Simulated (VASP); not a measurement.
# Rb (I4/mmm) in VASP: a series of runs

The runs below take Rb through single point, with PBE.

Program: VASP 6.6.1. These are calculated values, not measurements. Logs are shortened: lines on timing, memory, paths and dates and some standing lists are left out, and cuts for length are marked.

## Step 1: The cell of the first run

It takes space group I4/mmm (No. 139, tetragonal). The conventional cell has a = 5.444 Å, b = 5.444 Å, c = 5.612 Å, α = 90.00°, β = 90.00°, γ = 90.00°.

## Step 2: Single point, PBE (strain -0.030 along x and y, +0.000 along z)

File INCAR:

```
SYSTEM = Rb
ALGO     = Fast           ! electronic algorithm
EDIFF    = 1E-6           ! SCF threshold, eV
ENCUT    = 520            ! plane-wave cutoff, eV
GGA      = PE             ! functional
ISIF     = 2              ! what is computed and relaxed
ISMEAR   = 0              ! smearing method
LASPH    = .TRUE.         ! aspherical terms in the spheres
LCHARG   = .FALSE.        ! write CHGCAR
LREAL    = .FALSE.        ! projectors in reciprocal space
LWAVE    = .FALSE.        ! write WAVECAR
NBANDS   = 10             ! bands
NELM     = 60             ! most SCF steps
PREC     = Accurate       ! precision mode
SIGMA    = 0.15           ! smearing width, eV
```

File KPOINTS:

```
k-points
0
G
  12 12 12
  0 0 0
```

File POSCAR:

```
Rb
1.0
   -2.7218200000      2.7218200000      2.8060000000
    2.7218200000     -2.7218200000      2.8060000000
    2.7218200000      2.7218200000     -2.8060000000
Rb
1
Direct
    0.0000000000      0.0000000000      0.0000000000
```

Potentials or basis: VASP PAW PBE potentials, release 64 (Rb_sv).

Command:

```bash
cat potpaw_PBE.64/Rb_sv/POTCAR > POTCAR
mpirun -np 1 vasp_std > vasp.out
```

OUTCAR:

```text
SYSTEM = Rb
   EDIFF = 1E-6
   ENCUT = 520
   GGA = PE
   ISIF = 2
   ISMEAR = 0
   LASPH = .TRUE.
   LREAL = .FALSE.
   NELM = 60
   PREC = Accurate

 ion  position               nearest neighbor table
   1  0.000  0.000  0.000-

  LATTYP: Found a body centered tetragonal cell.
 ALAT       =     5.4436400000
 C/A-ratio  =     1.0309278351

  Lattice vectors:

 A1 = (  -2.7218200000,   2.7218200000,   2.8060000000)
 A2 = (   2.7218200000,  -2.7218200000,   2.8060000000)
 A3 = (   2.7218200000,   2.7218200000,  -2.8060000000)

Analysis of symmetry for initial positions (statically):
=====================================================================
 Subroutine PRICEL returns:
 Original cell was already a primitive cell.

 Routine SETGRP: Setting up the symmetry group for a
 body centered tetragonal supercell.

 Subroutine GETGRP returns: Found 16 space group operations
 (whereof 16 operations were pure point group operations)
 out of a pool of 16 trial point group operations.

The static configuration has the point symmetry D_4h.

Analysis of symmetry for dynamics (positions and initial velocities):
=====================================================================
 Subroutine PRICEL returns:
 Original cell was already a primitive cell.

 Routine SETGRP: Setting up the symmetry group for a
 body centered tetragonal supercell.

 Subroutine GETGRP returns: Found 16 space group operations
 (whereof 16 operations were pure point group operations)
 out of a pool of 16 trial point group operations.

The dynamic configuration has the point symmetry D_4h.

 Subroutine INISYM returns: Found 16 space group operations
 (whereof 16 operations are pure point group operations),
 and found     1 'primitive' translations

----------------------------------------------------------------------------------------

                                     Primitive cell

  volume of cell :      83.1508

  direct lattice vectors                    reciprocal lattice vectors
    -2.721820000  2.721820000  2.806000000     0.000000000  0.183700612  0.178189594
     2.721820000 -2.721820000  2.806000000     0.183700612  0.000000000  0.178189594
     2.721820000  2.721820000 -2.806000000     0.183700612  0.183700612  0.000000000

  length of vectors
     4.763427781  4.763427781  4.763427781     0.255924689  0.255924689  0.259791897

[... 77 lines left out ...]
   NELM   =     60;   NELMIN=  2; NELMDL= -5     # of ELM steps
   EDIFF  = 0.1E-05   stopping-criterion for ELM
   LREAL  =      F    real-space projection
   EDIFFG = 0.1E-04   stopping-criterion for IOM
   NSW    =      0    number of steps for IOM
   IBRION =     -1    ionic relax: 0-MD 1-quasi-New 2-CG
   NFREE  =      0    steps in history (QN), initial steepest desc. (CG)
   ISIF   =      2    stress and relaxation
   ISYM   =      2    0-nonsym 1-usesym 2-fastsym
   POTIM  = 0.5000    time-step for ionic-motion
   TEBEG  =    0.0;   TEEND  =   0.0 temperature during run
   PSTRESS=    0.0 pullay stress
   NELECT =       9.0000    total number of electrons
   NUPDOWN=      -1.0000    fix difference up-down
   EMIN   =  10.00;   EMAX   =-10.00  energy-range for DOS
   EFERMI =   0.00;   METHOD = LEGACY
   ISMEAR =     0;   SIGMA  =   0.15  broadening in eV -4-tet -1-fermi 0-gaus
   EFERMI_NEDOS =   21; number of points for ismear=-14 and -15
   IALGO  =     68    algorithm
   IMIX   =      4    mixing-type and parameters
     AMIX     =   0.40;   BMIX     =  1.00
     AMIX_MAG =   1.60;   BMIX_MAG =  1.00
  volume/ion in A,a.u.               =      83.15       561.13
  Fermi-wavevector in a.u.,A,eV,Ry     =   0.780190  1.474345  8.281810  0.608696
  Thomas-Fermi vector in A             =   1.883450
   LORBIT       =      0    0 simple, 1 ext, 2 COOP (PROOUT), +10 PAW based schemes
   GGA     = PE    functional components
   LHFCALC =     F    Hartree Fock is set to
   AEXX    =    0.0000 exact exchange contribution
   IVDW    =     0    specifies the selected vdW correction
   LEPSILON=     F    determine dielectric tensor
   LRPA    =     F    only Hartree local field effects (RPA)
 non-spin polarized calculation
 RMM-DIIS sequential band-by-band and
 Gauss-broadening in eV      SIGMA  =   0.15
  energy-cutoff  :      520.00
  volume of cell :       83.15
 maximum number of plane-waves:      2266
   NGX = 17   NGY = 17   NGZ = 17

 number of electron       9.0000000 magnetization

 Free energy of the ion-electron system (eV)
  ---------------------------------------------------
  ext. energy  EPLUGINS =         0.00000000
  ---------------------------------------------------
  free energy    TOTEN  =        -0.93352296 eV

  energy without entropy =       -0.92241649  energy(sigma->0) =       -0.92796973

 E-fermi :   0.2219     XC(G=0):  -5.6884

 val. band max:        0.2079028875   @ k =   0.5000   0.3333   0.0833
 cond. band min:       0.2225895473   @ k =   0.3333   0.1667   0.0000
 fundamental gap:      0.0146866598
 Fermi energy:         0.2218533207

 k-point     1 :       0.0000    0.0000    0.0000
  band No.  band energies     occupation
      1     -28.6360      2.00000
      2     -12.6677      2.00000
      3     -12.6677      2.00000
      4     -12.6674      2.00000
      5      -1.8697      2.00000
      6       3.9352      0.00000
      7       3.9352      0.00000
      8       4.0957      0.00000
      9       4.8691      0.00000
     10       5.0956      0.00000
[... 287 lines left out ...]
 k-point    24 :      -0.4167    0.1667    0.0000
  band No.  band energies     occupation
      1     -28.6305      2.00000
      2     -12.7674      2.00000
      3     -12.7052      2.00000
      4     -12.6776      2.00000
      5      -0.3335      2.00000
      6       2.0887      0.00000
      7       2.7120      0.00000
      8       4.5914      0.00000
      9       5.0420      0.00000
     10       5.5714      0.00000

 [... further k-points ...]
[... 5 lines left out ...]
  --------------------------------------------------------------------------------------
  -------------------------------------------------------------------------------------
  Total        0.1599978      0.1599978      0.1555460      0.0000000     -0.0000000      0.0000000
  in kB        3.0828906      3.0828906      2.9971113      0.0000000     -0.0000000      0.0000000
  external PRESSURE =       3.0542975 kB  Pullay stress =       0.0000000 kB

 VOLUME and BASIS-vectors are now :
 -----------------------------------------------------------------------------
  energy-cutoff  :      520.00
  volume of cell :       83.15
      direct lattice vectors                 reciprocal lattice vectors
    -2.721820000  2.721820000  2.806000000     0.000000000  0.183700612  0.178189594
     2.721820000 -2.721820000  2.806000000     0.183700612  0.000000000  0.178189594
     2.721820000  2.721820000 -2.806000000     0.183700612  0.183700612  0.000000000

 POSITION                                       TOTAL-FORCE (eV/Angst)
 -----------------------------------------------------------------------------------
      0.00000      0.00000      0.00000         0.000000      0.000000      0.000000
 -----------------------------------------------------------------------------------
    total drift:                               -0.000000      0.000000      0.000000

  FREE ENERGIE OF THE ION-ELECTRON SYSTEM (eV)
  ---------------------------------------------------
  free  energy   TOTEN  =        -0.9335229623 eV

  energy  without entropy=       -0.9224164941  energy(sigma->0) =       -0.92796973
```

OSZICAR:

```text
N       E                     dE             d eps       ncg     rms          rms(c)
DAV:   1     0.419690762237E+02    0.41969E+02   -0.33741E+03  3260   0.668E+02
DAV:   2     0.175481447436E+01   -0.40214E+02   -0.39061E+02  3666   0.126E+02
DAV:   3    -0.816328072879E+00   -0.25711E+01   -0.25617E+01  4294   0.319E+01
DAV:   4    -0.930674186999E+00   -0.11435E+00   -0.11379E+00  4618   0.571E+00
DAV:   5    -0.932564910090E+00   -0.18907E-02   -0.18904E-02  4442   0.667E-01    0.139E+00
RMM:   6    -0.932677934485E+00   -0.11302E-03   -0.15460E-03  3632   0.244E-01    0.854E-01
RMM:   7    -0.933420387164E+00   -0.74245E-03   -0.36482E-03  3762   0.361E-01    0.506E-02
RMM:   8    -0.933517172184E+00   -0.96785E-04   -0.23219E-04  4473   0.981E-02    0.797E-03
RMM:   9    -0.933521576816E+00   -0.44046E-05   -0.44408E-05  5409   0.344E-02    0.635E-03
RMM:  10    -0.933522923097E+00   -0.13463E-05   -0.77186E-06  5093   0.151E-02    0.369E-03
RMM:  11    -0.933522962310E+00   -0.39213E-07   -0.29441E-06  4433   0.761E-03
   1 F= -.93352296E+00 E0= -.92796973E+00  d E =-.111065E-01
```

Wall time 43 s (1 thread of Intel Xeon 6975P-C (Granite Rapids), shared host); peak memory 0.28 GiB.

What came out:

```
Free energy : -0.9335 eV
Pressure    : 0.3 GPa
```

Levels at points of the mesh, in eV from the Fermi level:
| k point | band 2 | band 3 | band 4 | band 5 | band 6 | band 7 |
| --- | --- | --- | --- | --- | --- | --- |
| (0.00, 0.00, 0.00) | -12.89 | -12.89 | -12.89 | -2.09 | 3.71 | 3.71 |
| (0.50, 0.00, 0.00) | -13.02 | -12.93 | -12.89 | 0.20 | 0.83 | 2.66 |
| (0.50, 0.50, 0.00) | -13.02 | -12.93 | -12.89 | 0.25 | 0.91 | 2.49 |
| (0.50, 0.50, 0.50) | -12.99 | -12.98 | -12.98 | 1.15 | 1.24 | 3.29 |

Caveat: the cell differs from its parent crystal (strain -0.030 along x and y, +0.000 along z).

## Step 3: Single point, PBE (strain -0.015 along x and y, -0.030 along z)

File INCAR:

```
SYSTEM = Rb
  PREC = Accurate
  ENCUT = 520
  EDIFF = 1E-6
  ISMEAR = 0
  SIGMA = 0.15
  LREAL = .FALSE.
  LASPH = .TRUE.
  NELM = 80
  ALGO = Fast
  ISIF = 2
  LWAVE = .FALSE.
  LCHARG = .FALSE.
  GGA = PE
  NBANDS = 10
```

File KPOINTS:

```
regular mesh
0
G
  12 12 12
  0 0 0
```

File POSCAR:

```
Rb
1.0
   -2.7639100000      2.7639100000      2.7218200000
    2.7639100000     -2.7639100000      2.7218200000
    2.7639100000      2.7639100000     -2.7218200000
Rb
1
Direct
    0.0000000000      0.0000000000      0.0000000000
```

Potentials or basis: VASP PAW PBE potentials, release 64 (Rb_sv).

Command:

```bash
cat potpaw_PBE.64/Rb_sv/POTCAR > POTCAR
mpirun -np 1 vasp_std > vasp.out
```

OUTCAR:

```text
SYSTEM = Rb
   PREC = Accurate
   ENCUT = 520
   EDIFF = 1E-6
   ISMEAR = 0
   LREAL = .FALSE.
   LASPH = .TRUE.
   NELM = 80
   ISIF = 2
   GGA = PE

 ion  position               nearest neighbor table
   1  0.000  0.000  0.000-

  LATTYP: Found a body centered tetragonal cell.
 ALAT       =     5.5278200000
 C/A-ratio  =     0.9847715736

  Lattice vectors:

 A1 = (  -2.7639100000,   2.7639100000,   2.7218200000)
 A2 = (   2.7639100000,  -2.7639100000,   2.7218200000)
 A3 = (   2.7639100000,   2.7639100000,  -2.7218200000)

Analysis of symmetry for initial positions (statically):
=====================================================================
 Subroutine PRICEL returns:
 Original cell was already a primitive cell.

 Routine SETGRP: Setting up the symmetry group for a
 body centered tetragonal supercell.

 Subroutine GETGRP returns: Found 16 space group operations
 (whereof 16 operations were pure point group operations)
 out of a pool of 16 trial point group operations.

The static configuration has the point symmetry D_4h.

Analysis of symmetry for dynamics (positions and initial velocities):
[... 159 lines left out ...]

 val. band max:        0.2023303594   @ k =   0.5000   0.2500   0.0000
 cond. band min:       0.2285961332   @ k =   0.2500   0.2500   0.0000
 fundamental gap:      0.0262657738
 Fermi energy:         0.2207118833

 k-point     1 :       0.0000    0.0000    0.0000
  band No.  band energies     occupation
      1     -28.6367      2.00000
      2     -12.6683      2.00000
      3     -12.6683      2.00000
      4     -12.6683      2.00000
      5      -1.8700      2.00000
      6       3.9302      0.00000
      7       4.0134      0.00000
      8       4.0134      0.00000
      9       4.9237      0.00000
     10       5.0400      0.00000
[... 287 lines left out ...]
 k-point    24 :      -0.4167    0.1667   -0.0000
  band No.  band energies     occupation
      1     -28.6312      2.00000
      2     -12.7672      2.00000
      3     -12.7066      2.00000
      4     -12.6778      2.00000
      5      -0.3459      2.00000
      6       2.1291      0.00000
      7       2.6733      0.00000
      8       4.6489      0.00000
      9       4.9922      0.00000
     10       5.5424      0.00000

 [... further k-points ...]
[... 5 lines left out ...]
  --------------------------------------------------------------------------------------
  -------------------------------------------------------------------------------------
  Total        0.1569284      0.1569284      0.1597555      0.0000000     -0.0000000      0.0000000
  in kB        3.0230478      3.0230478      3.0775076      0.0000000     -0.0000000      0.0000000
  external PRESSURE =       3.0412011 kB  Pullay stress =       0.0000000 kB

 VOLUME and BASIS-vectors are now :
 -----------------------------------------------------------------------------
  energy-cutoff  :      520.00
  volume of cell :       83.17
      direct lattice vectors                 reciprocal lattice vectors
    -2.763910000  2.763910000  2.721820000     0.000000000  0.180903141  0.183700612
     2.763910000 -2.763910000  2.721820000     0.180903141  0.000000000  0.183700612
     2.763910000  2.763910000 -2.721820000     0.180903141  0.180903141  0.000000000

 POSITION                                       TOTAL-FORCE (eV/Angst)
 -----------------------------------------------------------------------------------
      0.00000      0.00000      0.00000         0.000000     -0.000000      0.000000
 -----------------------------------------------------------------------------------
    total drift:                               -0.000000      0.000000      0.000000

  FREE ENERGIE OF THE ION-ELECTRON SYSTEM (eV)
  ---------------------------------------------------
  free  energy   TOTEN  =        -0.9335888028 eV

  energy  without entropy=       -0.9224174901  energy(sigma->0) =       -0.92800315
```

It took 40 s on 1 thread of Intel Xeon 6975P-C (Granite Rapids), shared host; peak memory 0.28 GiB.

Results:

```
Free energy : -0.9336 eV
Pressure    : 0.3 GPa
```

Levels at points of the mesh, in eV from the Fermi level:
```tsv
k point	band 1	band 2	band 3	band 4	band 5	band 6	band 7	band 8	band 9	band 10
(0.00, 0.00, 0.00)	-28.86	-12.89	-12.89	-12.89	-2.09	3.71	3.79	3.79	4.70	4.82
(0.50, 0.00, 0.00)	-28.85	-13.02	-12.93	-12.89	0.23	0.87	2.57	4.47	5.39	5.45
(0.50, 0.50, 0.00)	-28.85	-13.02	-12.93	-12.89	0.20	0.83	2.66	4.41	5.38	5.46
(0.50, 0.50, 0.50)	-28.85	-12.98	-12.98	-12.98	1.17	1.22	3.44	3.44	3.60	5.31
```

Caveat: the cell differs from its parent crystal (strain -0.015 along x and y, -0.030 along z).

## Step 4: Single point, PBE (strain +0.000 along x and y, -0.030 along z)

File INCAR:

```
PREC     = Accurate       # precision mode
ENCUT    = 520            # plane-wave cutoff, eV
EDIFF    = 1E-6           # SCF threshold, eV
ISMEAR   = 0              # smearing method
SIGMA    = 0.15           # smearing width, eV
LREAL    = F              # projectors in reciprocal space
LASPH    = T              # aspherical terms in the spheres
NELM     = 60             # most SCF steps
ALGO     = Fast           # electronic algorithm
ISIF     = 2              # what is computed and relaxed
LWAVE    = F              # write WAVECAR
LCHARG   = F              # write CHGCAR
GGA      = PE             # functional
NBANDS   = 10             # bands
```

File KPOINTS:

```
regular mesh
0
Gamma
  12 12 12
```

File POSCAR:

```
Rb
1.0
   -2.8060000000      2.8060000000      2.7218200000
    2.8060000000     -2.8060000000      2.7218200000
    2.8060000000      2.8060000000     -2.7218200000
Rb
1
Direct
    0.0000000000      0.0000000000      0.0000000000
```

Command:

```bash
cat potpaw_PBE.64/Rb_sv/POTCAR > POTCAR
mpirun -np 1 vasp_std > vasp.out
```

Wall time 45 s (1 thread of Intel Xeon 6975P-C (Granite Rapids), shared host); peak memory 0.29 GiB.

It converged, with:

- Free energy: -0.9375 eV
- Pressure: 0.2 GPa

Levels at points of the mesh, in eV from the Fermi level:
| k point | band 2 | band 3 | band 4 | band 5 | band 6 | band 7 | band 8 | band 9 |
| --- | --- | --- | --- | --- | --- | --- | --- | --- |
| (0.00, 0.00, 0.00) | -12.91 | -12.91 | -12.91 | -2.05 | 3.63 | 3.79 | 3.79 | 4.60 |
| (0.50, 0.00, 0.00) | -13.02 | -12.95 | -12.91 | 0.25 | 0.85 | 2.54 | 4.42 | 5.28 |
| (0.50, 0.50, 0.00) | -13.02 | -12.94 | -12.90 | 0.19 | 0.78 | 2.71 | 4.30 | 5.28 |
| (0.50, 0.50, 0.50) | -12.99 | -12.99 | -12.98 | 1.18 | 1.26 | 3.31 | 3.31 | 3.62 |

Caveat: the cell differs from its parent crystal (strain +0.000 along x and y, -0.030 along z).

## Step 5: The runs side by side

```csv
cell,gap on the mesh (eV),pressure (GPa)
"a = 4.763 Å, angles 110.3, 110.3, 107.8°, 1 atom",none,0.3
"a = 4.763 Å, angles 109.1, 109.1, 110.3°, 1 atom",none,0.3
"a = 4.812 Å, angles 108.7, 108.7, 111.1°, 1 atom",none,0.2
```

Alike in all rows: task single point; level PBE; potentials or basis VASP PAW PBE potentials, release 64 (Rb_sv); no spin polarisation; k mesh 12 × 12 × 12; cutoff (eV) 520; smearing gaussian 0.15 eV.

Total energies depend on the potentials used, so only differences within one code and one set of settings carry meaning.
